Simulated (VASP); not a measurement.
# GaAs: single point with r2SCAN

The system is GaAs.

```
Ga As
1.0
     0.00000    2.83320    2.83320
     2.83320    0.00000    2.83320
     2.83320    2.83320    0.00000
Ga As
1 1
Direct
  0.00000 0.00000 0.00000
  0.25000 0.25000 0.25000
```

```
Program                : VASP 6.6.1
Task                   : single point
Functional             : r2SCAN
Potentials or basis    : VASP PAW PBE potentials, release 64 (Ga_d, As)
Cutoff                 : 520 eV
k mesh                 : 8 × 8 × 8
Occupations            : gaussian, width 0.05 eV
Spin                   : no spin polarisation
Dipole correction      : no
Further INCAR settings : ALGO = Normal; EDIFF = 1e-07; NBANDS = 16
```

| Item | Value |
| --- | --- |
| Pressure | 0.1 GPa |
| Band gap on the k mesh | 0.94 eV, direct |

Levels at points of the mesh, in eV from the valence-band top:
```
           k point  band 7  band 8  band 9  band 10  band 11  band 12
(0.00, 0.00, 0.00)    0.00    0.00    0.00     0.94     4.04     4.04
(0.50, 0.00, 0.00)   -6.78   -1.17   -1.17     1.34     4.98     4.98
(0.50, 0.50, 0.00)   -6.96   -2.75   -2.75     1.77     1.95    10.81
```

It took 83 s on 1 thread of Intel Xeon 6975P-C (shared host), peak memory 0.18 GiB.

Caveat: the PAW data sets were made with another functional, which shifts forces and pressure a little. r2SCAN opens gaps a little over a GGA but as a rule still falls short of measured ones.
